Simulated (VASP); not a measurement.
# W8C9 in VASP: single point with PBE

Aim: the single point of W8C9 with PBE.

Program: VASP 6.6.1. These are calculated values, not measurements. Logs are shortened: lines on timing, memory, paths and dates and some standing lists are left out, and cuts for length are marked.

### Step 1. The cell of the first run

The cell holds a slab with vacuum, 17 atoms: a = 5.796 Å, b = 5.796 Å, c = 15.243 Å, α = 90.00°, β = 90.00°, γ = 120.00°.

### Step 2. Single point, PBE

Input file INCAR:

```
SYSTEM = W8C9
  ALGO = Normal
  EDIFF = 1E-7
  ENCUT = 520
  GGA = PE
  ISIF = 2
  ISMEAR = -1
  LASPH = .TRUE.
  LCHARG = .FALSE.
  LREAL = Auto
  LWAVE = .FALSE.
  NBANDS = 88
  NELM = 60
  PREC = Accurate
  SIGMA = 0.05
```

Input file KPOINTS:

```
k-points
0
G
  2 2 1
  0 0 0
```

Input file POSCAR:

```
W8C9
1.0
    5.7958000000      0.0000000000      0.0000000000
   -2.8979000000      5.0193100000      0.0000000000
    0.0000000000      0.0000000000     15.2433500000
W C
8 9
Direct
    0.0000000000      0.0000000000      0.0656023774
    0.0203357635     -0.0123323724      0.2353157278
   -0.0000041442      0.5000089654      0.0656023774
    0.0201799480      0.4830942899      0.2528774843
    0.5000000000      0.0000000000      0.0656023774
    0.5035274658      0.0010160759      0.2645809484
    0.5000131096      0.5000089654      0.0656023774
    0.5218141898      0.5004074265      0.2609728177
    0.3015382703      0.1729719822      0.1433936766
    0.3027286398      0.1205544188      0.3503954183
    0.3426584837      0.6669243382      0.1561730197
    0.4353189540      0.7024471491      0.3387444361
    0.8419578921      0.1938712692      0.1380274021
    0.8905253414      0.1376882480      0.3377341595
    0.8135594972      0.6445108989      0.1618935470
    0.8769853187      0.6998969978      0.3445305658
    1.0321233790      0.9990616240      0.3867522559
```

Potentials or basis: VASP PAW PBE potentials, release 64 (W_sv, C).

Command:

```
> cat potpaw_PBE.64/W_sv/POTCAR potpaw_PBE.64/C/POTCAR > POTCAR
> mpirun -np 1 vasp_std > vasp.out
```

OUTCAR:

```text
SYSTEM = W8C9
   EDIFF = 1E-7
   ENCUT = 520
   GGA = PE
   ISIF = 2
   ISMEAR = -1
   LASPH = .TRUE.
   LREAL = Auto
   NELM = 60
   PREC = Accurate

 ion  position               nearest neighbor table
   1  0.000  0.000  0.066-   9 1.93  13 2.09  15 2.31   2 2.59   7 2.90   3 2.90   5 2.90   5 2.90
                             7 2.90   3 2.90
   2  0.020  0.988  0.235-   9 2.01  15 2.06  14 2.10  16 2.20  10 2.26  17 2.31  13 2.44   1 2.59
                             6 2.80   8 2.88   4 2.88   4 2.94   8 2.97   6 3.07
   3  1.000  0.500  0.066-  13 1.89  11 2.21  15 2.22   4 2.86   7 2.90   1 2.90   5 2.90   5 2.90
                             1 2.90   7 2.90
   4  0.020  0.483  0.253-  14 2.18  11 2.19  13 2.28  16 2.29  15 2.31  12 2.46   3 2.86   8 2.86
                             2 2.88   6 2.90   6 2.91   2 2.94   8 2.94
   5  0.500  0.000  0.066-  13 2.05  11 2.17   9 2.21   7 2.90   3 2.90   1 2.90   1 2.90   7 2.90
                             3 2.90   6 3.03
   6  0.504  0.001  0.265-  12 1.94  10 2.09  14 2.26  11 2.35  13 2.57   9 2.63   2 2.80   8 2.84
                             4 2.90   4 2.91   8 2.96   5 3.03   2 3.07
   7  0.500  0.500  0.066-   9 2.04  11 2.13  15 2.15   3 2.90   1 2.90   5 2.90   5 2.90   1 2.90
                             3 2.90   8 2.98
   8  0.522  0.500  0.261-  12 1.90  15 2.10  16 2.19  10 2.35  11 2.36   9 2.45   6 2.84   4 2.86
                             2 2.88   4 2.94   6 2.96   2 2.97   7 2.98
   9  0.302  0.173  0.143-   1 1.93   2 2.01   7 2.04   5 2.21   8 2.45   6 2.63
  10  0.303  0.121  0.350-  17 1.47   6 2.09   2 2.26   8 2.35
  11  0.343  0.667  0.156-   7 2.13   5 2.17   4 2.19   3 2.21   6 2.35   8 2.36
  12  0.435  0.702  0.339-   8 1.90   6 1.94   4 2.46
  13  0.842  0.194  0.138-   3 1.89   5 2.05   1 2.09   4 2.28   2 2.44   6 2.57
  14  0.891  0.138  0.338-  17 1.59   2 2.10   4 2.18   6 2.26
  15  0.814  0.645  0.162-   2 2.06   8 2.10   7 2.15   3 2.22   1 2.31   4 2.31
  16  0.877  0.700  0.345-  17 1.63   8 2.19   2 2.20   4 2.29
  17  0.032  0.999  0.387-  10 1.47  14 1.59  16 1.63   2 2.31

  LATTYP: Found a hexagonal cell.
 ALAT       =     5.7958000000
 C/A-ratio  =     2.6300683253

  Lattice vectors:

 A1 = (   5.7958000000,   0.0000000000,   0.0000000000)
 A2 = (  -2.8979000000,   5.0193100000,   0.0000000000)
 A3 = (   0.0000000000,   0.0000000000,  15.2433500000)

Analysis of symmetry for initial positions (statically):
=====================================================================
 Subroutine PRICEL returns:
 Original cell was already a primitive cell.

 Routine SETGRP: Setting up the symmetry group for a
 hexagonal supercell.

 Subroutine GETGRP returns: Found  1 space group operations
 (whereof  1 operations were pure point group operations)
 out of a pool of 24 trial point group operations.

The static configuration has the point symmetry C_1 .

Analysis of symmetry for dynamics (positions and initial velocities):
=====================================================================
 Subroutine PRICEL returns:
 Original cell was already a primitive cell.

 Routine SETGRP: Setting up the symmetry group for a
 hexagonal supercell.

 Subroutine GETGRP returns: Found  1 space group operations
 (whereof  1 operations were pure point group operations)
 out of a pool of 24 trial point group operations.

The dynamic configuration has the point symmetry C_1 .

 Subroutine INISYM returns: Found  1 space group operations
 (whereof  1 operations are pure point group operations),
 and found     1 'primitive' translations

----------------------------------------------------------------------------------------

                                     Primitive cell

  volume of cell :     443.4430

  direct lattice vectors                    reciprocal lattice vectors
     5.795800000  0.000000000  0.000000000     0.172538735  0.099615286  0.000000000
    -2.897900000  5.019310000  0.000000000     0.000000000  0.199230572  0.000000000
     0.000000000  0.000000000 15.243350000     0.000000000  0.000000000  0.065602377

  length of vectors
     5.795800000  5.795799969 15.243350000     0.199230570  0.199230572  0.065602377

  position of ions in fractional coordinates (direct lattice)
     0.000000000  0.000000000  0.065602377
     0.020335764  0.987667628  0.235315728
     0.999995856  0.500008965  0.065602377
     0.020179948  0.483094290  0.252877484
     0.500000000  0.000000000  0.065602377
     0.503527466  0.001016076  0.264580948
[... 9 lines left out ...]
     0.876985319  0.699896998  0.344530566
     0.032123379  0.999061624  0.386752256

  ion indices of the primitive-cell ions
   primitive index   ion index
                 1           1
                 2           2
                 3           3
                 4           4
                 5           5
                 6           6
[... 9 lines left out ...]
                16          16
                17          17

----------------------------------------------------------------------------------------

 KPOINTS: k-points

Automatic generation of k-mesh.
 Grid dimensions read from file:
 generate k-points for:    2    2    1

 Generating k-lattice:

  Cartesian coordinates                     Fractional coordinates (reciprocal lattice)
     0.086269367  0.049807643  0.000000000     0.500000000 -0.000000000  0.000000000
     0.000000000  0.099615286  0.000000000     0.000000000  0.500000000  0.000000000
     0.000000000  0.000000000  0.065602377     0.000000000  0.000000000  1.000000000

  Length of vectors
     0.099615285  0.099615286  0.065602377

  Shift w.r.t. Gamma in fractional coordinates (k-lattice)
     0.000000000  0.000000000  0.000000000

 Subroutine IBZKPT returns following result:
 ===========================================

 Found      4 irreducible k-points:

 Following reciprocal coordinates:
            Coordinates               Weight
  0.000000  0.000000  0.000000      1.000000
  0.500000  0.000000  0.000000      1.000000
  0.000000  0.500000  0.000000      1.000000
  0.500000  0.500000  0.000000      1.000000
   k-points           NKPTS =      4   k-points in BZ     NKDIM =      4   number of bands    NBANDS=     88
   number of dos      NEDOS =    301   number of ions     NIONS =     17
   total plane-waves  NPLWV = 276480
   dimension x,y,z NGX =    48 NGY =   48 NGZ =  120
   dimension x,y,z NGXF=    96 NGYF=   96 NGZF=  240
   ions per type =               8   9
   NGX,Y,Z   is equivalent  to a cutoff of  13.77, 13.77, 13.09 a.u.
   NGXF,Y,Z  is equivalent  to a cutoff of  27.54, 27.54, 26.17 a.u.
 SYSTEM =  W8C9
   PREC   = accura    normal or accurate (medium, high low for compatibility)
   ISTART =      0    job   : 0-new  1-cont  2-samecut
   ICHARG =      2    charge: 1-file 2-atom 10-const
   ISPIN  =      1    spin polarized calculation?
   LNONCOLLINEAR =      F non collinear calculations
   LSORBIT =      F    spin-orbit coupling
   LASPH  =      T    aspherical Exc in radial PAW
   ENCUT  =  520.0 eV  38.22 Ry    6.18 a.u.  10.78 10.78 28.34*2*pi/ulx,y,z
   NELM   =     60;   NELMIN=  2; NELMDL= -5     # of ELM steps
   EDIFF  = 0.1E-06   stopping-criterion for ELM
   LREAL  =      T    real-space projection
   EDIFFG = 0.1E-05   stopping-criterion for IOM
   NSW    =      0    number of steps for IOM
   IBRION =     -1    ionic relax: 0-MD 1-quasi-New 2-CG
   NFREE  =      0    steps in history (QN), initial steepest desc. (CG)
   ISIF   =      2    stress and relaxation
   ISYM   =      2    0-nonsym 1-usesym 2-fastsym
   POTIM  = 0.5000    time-step for ionic-motion
   TEBEG  =    0.0;   TEEND  =   0.0 temperature during run
   PSTRESS=    0.0 pullay stress
   NELECT =     148.0000    total number of electrons
   NUPDOWN=      -1.0000    fix difference up-down
   EMIN   =  10.00;   EMAX   =-10.00  energy-range for DOS
   EFERMI =   0.00;   METHOD = LEGACY
   ISMEAR =    -1;   SIGMA  =   0.05  broadening in eV -4-tet -1-fermi 0-gaus
   EFERMI_NEDOS =   21; number of points for ismear=-14 and -15
   IALGO  =     38    algorithm
   IMIX   =      4    mixing-type and parameters
     AMIX     =   0.40;   BMIX     =  1.00
     AMIX_MAG =   1.60;   BMIX_MAG =  1.00
  volume/ion in A,a.u.               =      26.08       176.03
  Fermi-wavevector in a.u.,A,eV,Ry     =   1.135576  2.145927 17.545153  1.289532
  Thomas-Fermi vector in A             =   2.272281
   LORBIT       =      0    0 simple, 1 ext, 2 COOP (PROOUT), +10 PAW based schemes
   GGA     = PE    functional components
   LHFCALC =     F    Hartree Fock is set to
   AEXX    =    0.0000 exact exchange contribution
   IVDW    =     0    specifies the selected vdW correction
   LEPSILON=     F    determine dielectric tensor
   LRPA    =     F    only Hartree local field effects (RPA)
 non-spin polarized calculation
  energy-cutoff  :      520.00
  volume of cell :      443.44
 maximum number of plane-waves:     11968
 NGX is ok and might be reduce to    48
   NGX = 21   NGY = 21   NGZ = 57

 number of electron     147.9999998 magnetization

 Free energy of the ion-electron system (eV)
  ---------------------------------------------------
  ext. energy  EPLUGINS =         0.00000000
  ---------------------------------------------------
  free energy    TOTEN  =      -170.21831539 eV

  energy without entropy =     -170.12866192  energy(sigma->0) =     -170.17348866

 E-fermi :   1.3054     XC(G=0):  -6.6982

 val. band max:        1.2926848861   @ k =   0.0000   0.0000   0.0000
 cond. band min:       1.3273843334   @ k =   0.0000   0.0000   0.0000
 fundamental gap:      0.0346994473
 Fermi energy:         1.3054145226

 k-point     1 :       0.0000    0.0000    0.0000
  band No.  band energies     occupation
      1     -72.8507      2.00000
      2     -72.8384      2.00000
      3     -72.7815      2.00000
      4     -72.7748      2.00000
      5     -72.7497      2.00000
      6     -72.7173      2.00000
[... 78 lines left out ...]
     85       4.3494      0.00000
     86       4.5384      0.00000

 k-point     2 :       0.5000    0.0000    0.0000
  band No.  band energies     occupation
      1     -72.8427      2.00000
      2     -72.8336      2.00000
      3     -72.7795      2.00000
      4     -72.7792      2.00000
      5     -72.7556      2.00000
      6     -72.7181      2.00000
[... 78 lines left out ...]
     85       3.4751      0.00000
     86       3.8294      0.00000

 k-point     3 :       0.0000    0.5000    0.0000
  band No.  band energies     occupation
      1     -72.8442      2.00000
      2     -72.8337      2.00000
      3     -72.7765      2.00000
      4     -72.7745      2.00000
      5     -72.7601      2.00000
      6     -72.7203      2.00000
[... 78 lines left out ...]
     85       3.4276      0.00000
     86       3.7825      0.00000

 k-point     4 :       0.5000    0.5000    0.0000
  band No.  band energies     occupation
      1     -72.8416      2.00000
      2     -72.8360      2.00000
      3     -72.7855      2.00000
      4     -72.7724      2.00000
      5     -72.7497      2.00000
      6     -72.7231      2.00000
[... 78 lines left out ...]
     85       3.3140      0.00000
     86       3.8636      0.00000
 [bands above 86 left out]

------------------------ aborting loop because EDIFF is reached ----------------------------------------

  FORCE on cell =-STRESS in cart. coord.  units (eV):
  Direction    XX          YY          ZZ          XY          YZ          ZX
  --------------------------------------------------------------------------------------
  -------------------------------------------------------------------------------------
  Total       -3.8848167      1.0158141     -5.2671394      1.8581674     -0.4974774     -6.0603642
  in kB      -14.0359974      3.6701769    -19.0303846      6.7136330     -1.7974055    -21.8963373
  external PRESSURE =      -9.7987350 kB  Pullay stress =       0.0000000 kB

 VOLUME and BASIS-vectors are now :
 -----------------------------------------------------------------------------
  energy-cutoff  :      520.00
  volume of cell :      443.44
      direct lattice vectors                 reciprocal lattice vectors
     5.795800000  0.000000000  0.000000000     0.172538735  0.099615286  0.000000000
    -2.897900000  5.019310000  0.000000000     0.000000000  0.199230572  0.000000000
     0.000000000  0.000000000 15.243350000     0.000000000  0.000000000  0.065602377

 POSITION                                       TOTAL-FORCE (eV/Angst)
 -----------------------------------------------------------------------------------
      0.00000      0.00000      1.00000        -1.216809     -1.526631     -4.664075
     -2.74430      4.95741      3.58700        -1.156766      0.621709      5.672085
      4.34680      2.50970      1.00000         0.217340      2.422555     -1.342854
     -1.28300      2.42480      3.85470        -1.127488      1.175305      2.370345
      2.89790      0.00000      1.00000        -0.595477     -0.462111      0.159074
      2.91540      0.00510      4.03310         1.634827     -0.344064      0.807795
[... 9 lines left out ...]
      3.05460      3.51300      5.25180         0.866112      1.169445     -0.661354
     -2.70900      5.01460      5.89540        -1.436486     -1.199859     -4.767308
 -----------------------------------------------------------------------------------
    total drift:                                0.019812     -0.009192     -0.025319

  FREE ENERGIE OF THE ION-ELECTRON SYSTEM (eV)
  ---------------------------------------------------
  free  energy   TOTEN  =      -170.2183153895 eV

  energy  without entropy=     -170.1286619245  energy(sigma->0) =     -170.17348866
```

Run time: 8.5 min. Hardware: 1 thread of AMD EPYC 7R43 (Zen 3), shared host; peak memory 0.56 GiB.

What came out:

```yaml
Free_energy: -170.2183 eV
Largest_force: 5.822 eV/Å
Band_gap_on_the_k_mesh: zero (bands 74 and 75 overlap by 0.20 eV)
```

Forces in eV/Å, atoms in the order of the input:
```
W   -1.217 -1.527 -4.664
W   -1.157  0.622  5.672
W    0.217  2.423 -1.343
W   -1.127  1.175  2.370
W   -0.595 -0.462  0.159
W    1.635 -0.344  0.808
W   -0.020  0.494  0.517
W   -0.480 -1.616  0.725
C    4.064  1.031  0.893
C    0.303  0.422 -1.657
C   -0.529  0.267  0.154
C   -1.643 -0.143 -0.347
C    0.082 -2.819  4.141
C   -0.078  0.310  0.275
C    1.114  0.198 -2.276
C    0.866  1.169 -0.661
C   -1.436 -1.200 -4.767
```

Caveat: the k points lie up to 0.63 Å⁻¹ apart; the atoms stand as in a frame of molecular dynamics; spin-orbit coupling is left out, which moves the levels of the heavy elements.
